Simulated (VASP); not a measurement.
Input of a VASP 6.6.1 run:

File POSCAR:

```
HfO2
1.0
   -2.5575000000     -2.5575000000      0.0000000000
    2.5575000000     -2.5575000000      0.0000000000
   -3.8362500000      0.0000000000     10.2300000000
Hf O
4 8
Direct
   -0.7031250000      0.7031250000      0.9375000000
    0.3593750000      0.6406250000      0.1875000000
   -0.3281250000      0.3281250000      0.4375000000
   -0.0156250000      1.0156250000      0.6875000000
    0.4531250000      0.0468750000      0.0625000000
   -0.2343750000      0.7343750000      0.3125000000
    0.0781250000      0.4218750000      0.5625000000
   -0.6093750000      1.1093750000      0.8125000000
    0.2656250000      0.2343750000      0.3125000000
   -0.4218750000      0.9218750000      0.5625000000
   -0.1093750000      0.6093750000      0.8125000000
   -0.0468750000      0.5468750000      0.0625000000
```

File INCAR.step1:

```
SYSTEM = HfO2
PREC = Accurate
ENCUT = 520
ISMEAR = 0
SIGMA = 0.05
LREAL = .False.
LASPH = .True.
NELM = 60
NBANDS = 56
GGA = PE
ALGO = Normal
EDIFF = 1E-4
LWAVE = .True.
LCHARG = .False.
```

The input INCAR.step2:

```
SYSTEM = HfO2
PREC = Accurate
ENCUT = 520
EDIFF = 1E-6
ISMEAR = 0
SIGMA = 0.05
LREAL = .False.
LASPH = .True.
NELM = 60
ALGO = Normal
ISIF = 2
LWAVE = .False.
LCHARG = .True.
METAGGA = R2SCAN
LMIXTAU = .True.
LELF = .True.
LVHAR = .True.
NBANDS = 56
ISTART = 1
```

KPOINTS

```
Automatic mesh
0
Gamma
  6 6 3
  0 0 0
```

Potentials or basis: VASP PAW PBE potentials, release 64 (Hf_pv, O).

Command:

```console
$ cat potpaw_PBE.64/Hf_pv/POTCAR potpaw_PBE.64/O/POTCAR > POTCAR
$ cp INCAR.step1 INCAR
$ mpirun -np 1 vasp_std > vasp.out
$ cp INCAR.step2 INCAR
$ mpirun -np 1 vasp_std > vasp.out
```

(1) Estimate the largest force.

(2) Estimate the pressure.

Results:

(1) 11.915 eV/Å.

(2) 0.1 GPa.

Caveat: the cell differs from its parent crystal (the part above a cut slid along it); the stress differs along the axes, from -5 to 5 GPa; the PAW data sets were made with another functional, which shifts forces and pressure a little.
